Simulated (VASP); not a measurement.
Crystal: SnSe2.

```
CELL_PARAMETERS angstrom
4.06000 0.00000 0.00000
-2.03000 3.51606 0.00000
0.00000 0.00000 4.46600
ATOMIC_POSITIONS crystal
Sn 0.00000 0.00000 0.00000
Se 0.33333 0.66667 0.50000
Se 0.66667 0.33333 0.50000
```

```yaml
Program: VASP 6.6.1
Task: relaxation of cell and atoms
Functional: PBEsol
Potentials_or_basis: VASP PAW PBE potentials, release 64 (Sn_d, Se)
Cutoff: 600 eV
k_mesh: 6 × 6 × 5
Occupations: gaussian, width 0.01 eV
Spin: no spin polarisation
```

At the start: pressure 20.0 GPa; volume 21.25 Å³/atom.

Problem. How do energy, volume and symmetry change on relaxing?

Solution. Over 13 steps the energy falls by 678.6 meV/atom and the volume is 22.81 Å³/atom (+7.3 %); space group P6/mmm (No. 191, to 0.05 Å).

Step by step:
```
step  energy change (eV)  largest force (eV/Å)  pressure (GPa)  volume (Å³)
   1              0.0000                0.0000           20.00        63.75
   2             -1.3534                0.0000           -6.42        90.71
   3             -1.4770                0.0000           -3.02        83.28
   4             -1.8035                0.0000           -3.21        79.86
   5             -1.9257                0.0000           -3.11        77.28
   6             -2.0110                0.0000           -2.50        71.49
   7             -0.2952                0.0000           22.49        57.31
   8             -2.0156                0.0000           -2.34        71.10
   9             -2.0173                0.0000           -2.20        70.81
  10             -2.0196                0.0000            2.37        66.30
  11             -2.0356                0.0000            0.01        68.42
  12             -2.0356                0.0000            0.07        68.37
  13             -2.0357                0.0000            0.04        68.42
```

Final structure:
```yaml
crystal:
  lattice:
    - [4.83212, 0.00000, 0.00000]
    - [-2.41606, 4.18473, 0.00000]
    - [0.00000, 0.00000, 3.38362]
  atoms:
    - { symbol: Sn, position: [0.00000, 0.00000, 0.00000] }
    - { symbol: Se, position: [0.33333, 0.66667, 0.50000] }
    - { symbol: Se, position: [0.66667, 0.33333, 0.50000] }
```

Caveat: the PAW data sets were made with another functional, which shifts forces and pressure a little.
